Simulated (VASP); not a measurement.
A run of VASP 6.6.1 is set up as follows.

File INCAR:

```
SYSTEM = Rh
  PREC = Accurate
  ENCUT = 520
  EDIFF = 1E-7
  ISMEAR = 0
  SIGMA = 0.15
  LREAL = .FALSE.
  LASPH = .TRUE.
  NELM = 150
  ALGO = Fast
  ISIF = 2
  LWAVE = .FALSE.
  LCHARG = .FALSE.
  ISPIN = 2
  MAGMOM = 0.375 0.375
  LORBIT = 11
  NUPDOWN = 0.75
  LMAXMIX = 4
  GGA = CA
  NBANDS = 26
```

Contents of KPOINTS:

```
Automatic mesh
0
G
  21 21 12
  0 0 0
```

File POSCAR:

```
Rh
1.0
    2.4993152817      0.0000000000      0.0000000000
   -1.2496576408      2.1644705261      0.0000000000
    0.0000000000      0.0000000000      4.0242569993
Rh
2
Direct
    0.6666666667      0.3333333333      0.7500000000
    0.3333333333      0.6666666667      0.2500000000
```

Potentials or basis: VASP PAW LDA potentials, release 64 (Rh_pv).

Run with:

```bash
$ cat potpaw_LDA.64/Rh_pv/POTCAR > POTCAR
$ mpirun -np 1 vasp_std > vasp.out
```

(1) Predict the pressure.

Results:

(1) 106.1 GPa.

Caveat: the total moment is fixed, so each spin has its own Fermi level.
